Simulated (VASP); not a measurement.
Input of a VASP 6.6.1 run:

Contents of INCAR:

```
PREC = Accurate ; ENCUT = 520
EDIFF = 1E-6 ; ISMEAR = -1
SIGMA = 0.05 ; LREAL = F
LASPH = T ; NELM = 150
ALGO = Normal ; ISIF = 2
LWAVE = F ; LCHARG = F
ISPIN = 2 ; MAGMOM = 1 0
LORBIT = 11 ; LMAXMIX = 4
GGA = PE ; NBANDS = 18
```

File KPOINTS:

```
regular mesh
0
Gamma
  11 11 7
```

File POSCAR:

```
AlNi
1.0
    2.3006810000     -1.3946800000      0.0000000000
    2.3006810000      1.3946800000      0.0000000000
   -1.3564510000      0.0000000000      3.8808380000
Ni Al
1 1
Direct
    0.5000000000      0.5000000000      0.5000000000
    0.0000000000      0.0000000000      0.0000000000
```

Potentials or basis: VASP PAW PBE potentials, release 64 (Ni, Al).

The run is started by

```sh
$ cat potpaw_PBE.64/Ni/POTCAR potpaw_PBE.64/Al/POTCAR > POTCAR
$ mpirun -np 1 vasp_std > vasp.out
```

(1) Estimate the pressure.

(2) Estimate the net moment.

Answers

(1) 2.2 GPa.

(2) 0.00 μB per cell.
